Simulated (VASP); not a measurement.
# Ti3Ag (P4/mmm) in VASP: notebook

Runs on Ti3Ag. Level: LDA. Tasks: electric field gradients.

Everything below comes from runs of VASP 6.6.1. Logs are shortened: lines on timing, memory, paths and dates and some standing lists are left out, and cuts for length are marked.

## Step 1: The cell of the first run

The structure is tetragonal, space group P4/mmm (No. 123). Conventional cell: a = 4.145 Å, b = 4.145 Å, c = 3.950 Å, α = 90.00°, β = 90.00°, γ = 90.00°. Ti (site symmetry mmm) has 8 Ti at 2.86 to 2.93 Å and 4 Ag at 2.86 Å within 3.8 Å. Within 3.8 Å of Ti (site symmetry 4/mmm) lie 8 Ti at 2.86 Å and 4 Ag at 2.93 Å. Within 3.8 Å of Ag (site symmetry 4/mmm) lie 12 Ti at 2.86 to 2.93 Å.

## Step 2: Electric field gradients, LDA (equal xx and yy strain of -1 %)

Contents of INCAR:

```
SYSTEM = Ti3Ag
PREC = Accurate
ENCUT = 520
EDIFF = 1E-8
ISMEAR = -1
SIGMA = 0.08
LREAL = .FALSE.
LASPH = .TRUE.
NELM = 100
ALGO = Normal
ISIF = 2
LWAVE = .FALSE.
LCHARG = .FALSE.
LEFG = .TRUE.
NBANDS = 32
```

Contents of KPOINTS:

```
Automatic mesh
0
G
  9 9 9
  0 0 0
```

Contents of POSCAR:

```
Ti3Ag
1.0
    4.1451300000      0.0000000000      0.0000000000
    0.0000000000      4.1451300000      0.0000000000
    0.0000000000      0.0000000000      3.9500000000
Ti Ag
3 1
Direct
    0.0000000000      0.5000000000      0.5000000000
    0.5000000000      0.0000000000      0.5000000000
    0.5000000000      0.5000000000      0.0000000000
    0.0000000000      0.0000000000      0.0000000000
```

Potentials or basis: VASP PAW LDA potentials, release 64 (Ti_sv, Ag).

The run is started by

```
$ cat potpaw_LDA.64/Ti_sv/POTCAR potpaw_LDA.64/Ag/POTCAR > POTCAR
$ mpirun -np 1 vasp_std > vasp.out
```

OUTCAR:

```text
SYSTEM = Ti3Ag
   PREC = Accurate
   ENCUT = 520
   EDIFF = 1E-8
   ISMEAR = -1
   LREAL = .FALSE.
   LASPH = .TRUE.
   NELM = 100
   ISIF = 2

 ion  position               nearest neighbor table
   1  0.000  0.500  0.500-   3 2.86   4 2.86   3 2.86   4 2.86   4 2.86   4 2.86   3 2.86   3 2.86

   2  0.500  0.000  0.500-   3 2.86   4 2.86   3 2.86   4 2.86   3 2.86   3 2.86   4 2.86   4 2.86

   3  0.500  0.500  0.000-   1 2.86   2 2.86   1 2.86   2 2.86   2 2.86   2 2.86   1 2.86   1 2.86
                             4 2.93   4 2.93   4 2.93   4 2.93
   4  0.000  0.000  0.000-   1 2.86   2 2.86   1 2.86   2 2.86   1 2.86   1 2.86   2 2.86   2 2.86
                             3 2.93   3 2.93   3 2.93   3 2.93

  LATTYP: Found a simple tetragonal cell.
 ALAT       =     4.1451300000
 C/A-ratio  =     0.9529254812

  Lattice vectors:

 A1 = (   4.1451300000,   0.0000000000,   0.0000000000)
 A2 = (   0.0000000000,   4.1451300000,   0.0000000000)
 A3 = (   0.0000000000,   0.0000000000,   3.9500000000)

Analysis of symmetry for initial positions (statically):
=====================================================================
 Subroutine PRICEL returns:
 Original cell was already a primitive cell.

 Routine SETGRP: Setting up the symmetry group for a
 simple tetragonal supercell.

 Subroutine GETGRP returns: Found 16 space group operations
 (whereof 16 operations were pure point group operations)
 out of a pool of 16 trial point group operations.

The static configuration has the point symmetry D_4h.

Analysis of symmetry for dynamics (positions and initial velocities):
=====================================================================
 Subroutine PRICEL returns:
 Original cell was already a primitive cell.

 Routine SETGRP: Setting up the symmetry group for a
 simple tetragonal supercell.

 Subroutine GETGRP returns: Found 16 space group operations
 (whereof 16 operations were pure point group operations)
 out of a pool of 16 trial point group operations.

The dynamic configuration has the point symmetry D_4h.

 Subroutine INISYM returns: Found 16 space group operations
 (whereof 16 operations are pure point group operations),
 and found     1 'primitive' translations

----------------------------------------------------------------------------------------

                                     Primitive cell

  volume of cell :      67.8693

  direct lattice vectors                    reciprocal lattice vectors
     4.145130000  0.000000000  0.000000000     0.241246957  0.000000000  0.000000000
     0.000000000  4.145130000  0.000000000     0.000000000  0.241246957  0.000000000
     0.000000000  0.000000000  3.950000000     0.000000000  0.000000000  0.253164557

  length of vectors
     4.145130000  4.145130000  3.950000000     0.241246957  0.241246957  0.253164557

  position of ions in fractional coordinates (direct lattice)
     0.000000000  0.500000000  0.500000000
     0.500000000  0.000000000  0.500000000
     0.500000000  0.500000000  0.000000000
     0.000000000  0.000000000  0.000000000

  ion indices of the primitive-cell ions
   primitive index   ion index
                 1           1
                 2           2
                 3           3
                 4           4

----------------------------------------------------------------------------------------

 KPOINTS: Automatic mesh

Automatic generation of k-mesh.
 Grid dimensions read from file:
 generate k-points for:    9    9    9

 Generating k-lattice:

  Cartesian coordinates                     Fractional coordinates (reciprocal lattice)
     0.026805217  0.000000000  0.000000000     0.111111111  0.000000000  0.000000000
     0.000000000  0.026805217  0.000000000     0.000000000  0.111111111  0.000000000
     0.000000000  0.000000000  0.028129395     0.000000000  0.000000000  0.111111111

  Length of vectors
     0.026805217  0.026805217  0.028129395

  Shift w.r.t. Gamma in fractional coordinates (k-lattice)
     0.000000000  0.000000000  0.000000000

 Subroutine IBZKPT returns following result:
 ===========================================

 Found     75 irreducible k-points:

 Following reciprocal coordinates:
            Coordinates               Weight
  0.000000  0.000000  0.000000      1.000000
  0.111111  0.000000  0.000000      4.000000
  0.222222  0.000000  0.000000      4.000000
  0.333333  0.000000  0.000000      4.000000
  0.444444  0.000000  0.000000      4.000000
  0.111111  0.111111  0.000000      4.000000
[... 16 lines left out ...]
  0.333333  0.111111  0.111111     16.000000
  0.444444  0.111111  0.111111     16.000000
 [... further k-points ...]
   k-points           NKPTS =     75   k-points in BZ     NKDIM =     75   number of bands    NBANDS=     32
   number of dos      NEDOS =    301   number of ions     NIONS =      4
   total plane-waves  NPLWV =  30720
   dimension x,y,z NGX =    32 NGY =   32 NGZ =   30
   dimension x,y,z NGXF=    64 NGYF=   64 NGZF=   60
   ions per type =               3   1
   NGX,Y,Z   is equivalent  to a cutoff of  12.83, 12.83, 12.63 a.u.
   NGXF,Y,Z  is equivalent  to a cutoff of  25.67, 25.67, 25.25 a.u.
 SYSTEM =  Ti3Ag
   PREC   = accura    normal or accurate (medium, high low for compatibility)
   ISTART =      0    job   : 0-new  1-cont  2-samecut
   ICHARG =      2    charge: 1-file 2-atom 10-const
   ISPIN  =      1    spin polarized calculation?
   LNONCOLLINEAR =      F non collinear calculations
   LSORBIT =      F    spin-orbit coupling
   LASPH  =      T    aspherical Exc in radial PAW
   ENCUT  =  520.0 eV  38.22 Ry    6.18 a.u.   7.71  7.71  7.34*2*pi/ulx,y,z
   NELM   =    100;   NELMIN=  2; NELMDL= -5     # of ELM steps
   EDIFF  = 0.1E-07   stopping-criterion for ELM
   LREAL  =      F    real-space projection
   EDIFFG = 0.1E-06   stopping-criterion for IOM
   NSW    =      0    number of steps for IOM
   IBRION =     -1    ionic relax: 0-MD 1-quasi-New 2-CG
   NFREE  =      0    steps in history (QN), initial steepest desc. (CG)
   ISIF   =      2    stress and relaxation
   ISYM   =      2    0-nonsym 1-usesym 2-fastsym
   POTIM  = 0.5000    time-step for ionic-motion
   TEBEG  =    0.0;   TEEND  =   0.0 temperature during run
   PSTRESS=    0.0 pullay stress
   NELECT =      47.0000    total number of electrons
   NUPDOWN=      -1.0000    fix difference up-down
   EMIN   =  10.00;   EMAX   =-10.00  energy-range for DOS
   EFERMI =   0.00;   METHOD = LEGACY
   ISMEAR =    -1;   SIGMA  =   0.08  broadening in eV -4-tet -1-fermi 0-gaus
   EFERMI_NEDOS =   21; number of points for ismear=-14 and -15
   IALGO  =     38    algorithm
   IMIX   =      4    mixing-type and parameters
     AMIX     =   0.40;   BMIX     =  1.00
     AMIX_MAG =   1.60;   BMIX_MAG =  1.00
  volume/ion in A,a.u.               =      16.97       114.50
  Fermi-wavevector in a.u.,A,eV,Ry     =   1.448382  2.737044 28.542425  2.097809
  Thomas-Fermi vector in A             =   2.566229
   LORBIT       =      0    0 simple, 1 ext, 2 COOP (PROOUT), +10 PAW based schemes
   GGA     = CA    functional components
   LHFCALC =     F    Hartree Fock is set to
   AEXX    =    0.0000 exact exchange contribution
   IVDW    =     0    specifies the selected vdW correction
   LEPSILON=     F    determine dielectric tensor
   LRPA    =     F    only Hartree local field effects (RPA)
 non-spin polarized calculation
  energy-cutoff  :      520.00
  volume of cell :       67.87
 maximum number of plane-waves:      1844
 NGX is ok and might be reduce to    32
   NGX = 15   NGY = 15   NGZ = 15

 number of electron      46.9999998 magnetization

 Free energy of the ion-electron system (eV)
  ---------------------------------------------------
  ext. energy  EPLUGINS =         0.00000000
  ---------------------------------------------------
  free energy    TOTEN  =       -29.17666095 eV

  energy without entropy =      -29.02342449  energy(sigma->0) =      -29.10004272

 E-fermi :   8.3042     XC(G=0): -12.0819

 val. band max:        8.2984590542   @ k =   0.3333   0.3333   0.3333
 cond. band min:       8.3089227766   @ k =   0.4444   0.3333   0.3333
 fundamental gap:      0.0104637224
 Fermi energy:         8.3041859909

 k-point     1 :       0.0000    0.0000    0.0000
  band No.  band energies     occupation
      1     -47.7347      2.00000
      2     -47.6245      2.00000
      3     -47.5432      2.00000
      4     -24.5427      2.00000
      5     -24.5427      2.00000
      6     -24.5233      2.00000
[... 24 lines left out ...]
     31      11.4200      0.00000
     32      11.4310      0.00000

 k-point     2 :       0.1111    0.0000    0.0000
  band No.  band energies     occupation
      1     -47.7312      2.00000
      2     -47.6269      2.00000
      3     -47.5443      2.00000
      4     -24.5347      2.00000
      5     -24.5300      2.00000
      6     -24.5154      2.00000
[... 24 lines left out ...]
     31      11.3793      0.00000
     32      11.4275      0.00000

 k-point     3 :       0.2222    0.0000    0.0000
  band No.  band energies     occupation
      1     -47.7210      2.00000
      2     -47.6341      2.00000
      3     -47.5471      2.00000
      4     -24.5125      2.00000
      5     -24.4935      2.00000
      6     -24.4935      2.00000
[... 24 lines left out ...]
     31      11.1176      0.00000
     32      11.2264      0.00000

 k-point     4 :       0.3333    0.0000    0.0000
  band No.  band energies     occupation
      1     -47.7059      2.00000
      2     -47.6460      2.00000
      3     -47.5501      2.00000
      4     -24.4810      2.00000
      5     -24.4638      2.00000
      6     -24.4390      2.00000
[... 654 lines left out ...]
     31      11.0911      0.00000
     32      11.2466      0.00000

 k-point    23 :       0.3333    0.1111    0.1111
  band No.  band energies     occupation
      1     -47.7009      2.00000
      2     -47.6465      2.00000
      3     -47.5544      2.00000
      4     -24.5102      2.00000
      5     -24.4415      2.00000
      6     -24.4161      2.00000
[... 24 lines left out ...]
     31      10.8249      0.00000
     32      11.0568      0.00000

 k-point    24 :       0.4444    0.1111    0.1111
  band No.  band energies     occupation
      1     -47.6857      2.00000
      2     -47.6597      2.00000
      3     -47.5562      2.00000
      4     -24.4752      2.00000
      5     -24.4177      2.00000
      6     -24.4073      2.00000
[... 24 lines left out ...]
     31      10.5701      0.00000
     32      10.7354      0.00000

 [... further k-points ...]
[... 5 lines left out ...]
  --------------------------------------------------------------------------------------
  -------------------------------------------------------------------------------------
  Total       -3.5803017     -3.5803017     -2.7952730      0.0000000      0.0000000      0.0000000
  in kB      -84.5194760    -84.5194760    -65.9874580      0.0000000      0.0000000      0.0000000
  external PRESSURE =     -78.3421366 kB  Pullay stress =       0.0000000 kB

 VOLUME and BASIS-vectors are now :
 -----------------------------------------------------------------------------
  energy-cutoff  :      520.00
  volume of cell :       67.87
      direct lattice vectors                 reciprocal lattice vectors
     4.145130000  0.000000000  0.000000000     0.241246957  0.000000000  0.000000000
     0.000000000  4.145130000  0.000000000     0.000000000  0.241246957  0.000000000
     0.000000000  0.000000000  3.950000000     0.000000000  0.000000000  0.253164557

 POSITION                                       TOTAL-FORCE (eV/Angst)
 -----------------------------------------------------------------------------------
      0.00000      2.07256      1.97500         0.000000      0.000000      0.000000
      2.07256      0.00000      1.97500         0.000000      0.000000      0.000000
      2.07256      2.07256      0.00000         0.000000      0.000000      0.000000
      0.00000      0.00000      0.00000         0.000000      0.000000      0.000000
 -----------------------------------------------------------------------------------
    total drift:                                0.000000     -0.000000     -0.000000

  FREE ENERGIE OF THE ION-ELECTRON SYSTEM (eV)
  ---------------------------------------------------
  free  energy   TOTEN  =       -29.1766609549 eV

  energy  without entropy=      -29.0234244918  energy(sigma->0) =      -29.10004272

 Electric field gradients (V/A^2)
---------------------------------------------------------------------
 ion       V_xx      V_yy      V_zz      V_xy      V_xz      V_yz
---------------------------------------------------------------------
   1       2.151    -1.699    -0.452     0.000     0.000     0.000
   2      -1.699     2.151    -0.452     0.000     0.000     0.000
   3       2.821     2.821    -5.643     0.000     0.000     0.000
   4      -0.767    -0.767     1.534     0.000    -0.000     0.000
---------------------------------------------------------------------

 Electric field gradients after diagonalization (V/A^2)
 (convention: |V_zz| > |V_xx| > |V_yy|)
----------------------------------------------------------------------
 ion       V_xx      V_yy      V_zz     asymmetry (V_yy - V_xx)/ V_zz
----------------------------------------------------------------------
   1      -1.699    -0.452     2.151       0.580
   2      -1.699    -0.452     2.151       0.580
   3       2.821     2.821    -5.643       0.000
   4      -0.767    -0.767     1.534       0.000
----------------------------------------------------------------------

           NMR quadrupolar parameters

 Cq : quadrupolar parameter    Cq=e*Q*V_zz/h
 eta: asymmetry parameters     (V_yy - V_xx)/ V_zz
 Q  : nuclear electric quadrupole moment in mb (millibarn)
----------------------------------------------------------------------
 ion       Cq(MHz)       eta       Q (mb)
----------------------------------------------------------------------
   1       0.005       0.580       1.000
   2       0.005       0.580       1.000
   3      -0.014       0.000       1.000
   4       0.004       0.000       1.000
----------------------------------------------------------------------
```

Run time: 6.9 min. Hardware: 1 thread of AMD EPYC 7R13, shared host; peak memory 0.23 GiB.

What came out:

```yaml
Free_energy: -29.1767 eV
Pressure: -7.8 GPa
```

Stress tensor (GPa, compression positive):
```
-8.45  0.00  0.00
 0.00 -8.45  0.00
 0.00  0.00 -6.60
```

Electric field gradients, principal values (V/Å²):
| atom | least | middle | greatest (by size) |
| --- | --- | --- | --- |
| 1 Ti | -0.452 | -1.699 | 2.151 |
| 2 Ti | -0.452 | -1.699 | 2.151 |
| 3 Ti | 2.821 | 2.821 | -5.643 |
| 4 Ag | -0.767 | -0.767 | 1.534 |

Caveat: the cell differs from its parent crystal (equal xx and yy strain of -1 %); without QUAD_EFG the Cq values of the log hold for a quadrupole moment of 1 mb, not for the nuclei.

## Step 3: Electric field gradients, LDA (volume scaled by 1.02)

Contents of INCAR:

```
SYSTEM = Ti3Ag
ALGO     = Normal         ! electronic algorithm
EDIFF    = 1E-8           ! SCF threshold, eV
ENCUT    = 520            ! plane-wave cutoff, eV
GGA      = CA             ! functional
ISIF     = 2              ! what is computed and relaxed
ISMEAR   = -1             ! smearing method
LASPH    = .TRUE.         ! aspherical terms in the spheres
LCHARG   = .FALSE.        ! write CHGCAR
LEFG     = .TRUE.       
LREAL    = .FALSE.        ! projectors in reciprocal space
LWAVE    = .FALSE.        ! write WAVECAR
NBANDS   = 32             ! bands
NELM     = 100            ! most SCF steps
PREC     = Accurate       ! precision mode
SIGMA    = 0.08           ! smearing width, eV
```

Contents of KPOINTS:

```
k-points
0
G
  9 9 9
  0 0 0
```

Contents of POSCAR:

```
Ti3Ag
1.0
    4.2147292849      0.0000000000      0.0000000000
    0.0000000000      4.2147292849      0.0000000000
    0.0000000000      0.0000000000      3.9761597028
Ti Ag
3 1
Direct
    0.0000000000      0.5000000000      0.5000000000
    0.5000000000      0.0000000000      0.5000000000
    0.5000000000      0.5000000000      0.0000000000
    0.0000000000      0.0000000000      0.0000000000
```

Potentials or basis: VASP PAW LDA potentials, release 64 (Ti_sv, Ag).

The run is started by

```
$ cat potpaw_LDA.64/Ti_sv/POTCAR potpaw_LDA.64/Ag/POTCAR > POTCAR
$ mpirun -np 1 vasp_std > vasp.out
```

OUTCAR:

```text
SYSTEM = Ti3Ag
   EDIFF = 1E-8
   ENCUT = 520
   GGA = CA
   ISIF = 2
   ISMEAR = -1
   LASPH = .TRUE.
   LREAL = .FALSE.
   NELM = 100
   PREC = Accurate

 ion  position               nearest neighbor table
   1  0.000  0.500  0.500-   3 2.90   4 2.90   3 2.90   4 2.90   4 2.90   4 2.90   3 2.90   3 2.90

   2  0.500  0.000  0.500-   3 2.90   4 2.90   3 2.90   4 2.90   3 2.90   3 2.90   4 2.90   4 2.90

   3  0.500  0.500  0.000-   1 2.90   2 2.90   1 2.90   2 2.90   2 2.90   2 2.90   1 2.90   1 2.90
                             4 2.98   4 2.98   4 2.98   4 2.98
   4  0.000  0.000  0.000-   1 2.90   2 2.90   1 2.90   2 2.90   1 2.90   1 2.90   2 2.90   2 2.90
[... 1076 lines left out ...]
---------------------------------------------------------------------
   1      -0.793    -0.060     0.853     0.000    -0.000     0.000
   2      -0.060    -0.793     0.853     0.000    -0.000     0.000
   3       4.907     4.907    -9.814     0.000    -0.000     0.000
   4      -1.092    -1.092     2.183     0.000    -0.000    -0.000
---------------------------------------------------------------------

 Electric field gradients after diagonalization (V/A^2)
 (convention: |V_zz| > |V_xx| > |V_yy|)
----------------------------------------------------------------------
 ion       V_xx      V_yy      V_zz     asymmetry (V_yy - V_xx)/ V_zz
----------------------------------------------------------------------
   1      -0.793    -0.060     0.853       0.859
   2      -0.793    -0.060     0.853       0.859
   3       4.907     4.907    -9.814       0.000
   4      -1.092    -1.092     2.183       0.000
----------------------------------------------------------------------

           NMR quadrupolar parameters

 Cq : quadrupolar parameter    Cq=e*Q*V_zz/h
 eta: asymmetry parameters     (V_yy - V_xx)/ V_zz
 Q  : nuclear electric quadrupole moment in mb (millibarn)
----------------------------------------------------------------------
 ion       Cq(MHz)       eta       Q (mb)
----------------------------------------------------------------------
   1       0.002       0.859       1.000
   2       0.002       0.859       1.000
   3      -0.024       0.000       1.000
   4       0.005       0.000       1.000
----------------------------------------------------------------------
```

Run time: 1.9 min. Hardware: 1 thread of Intel Xeon Platinum 8488C (Sapphire Rapids), shared host; peak memory 0.25 GiB.

Results:

* Free energy: -29.0038 eV
* Pressure: -11.5 GPa

Electric field gradients, principal values (V/Å²):
```
atom   least  middle  greatest (by size)
1 Ti  -0.060  -0.793               0.853
2 Ti  -0.060  -0.793               0.853
3 Ti   4.907   4.907              -9.814
4 Ag  -1.092  -1.092               2.183
```

Caveat: without QUAD_EFG the Cq values of the log hold for a quadrupole moment of 1 mb, not for the nuclei.
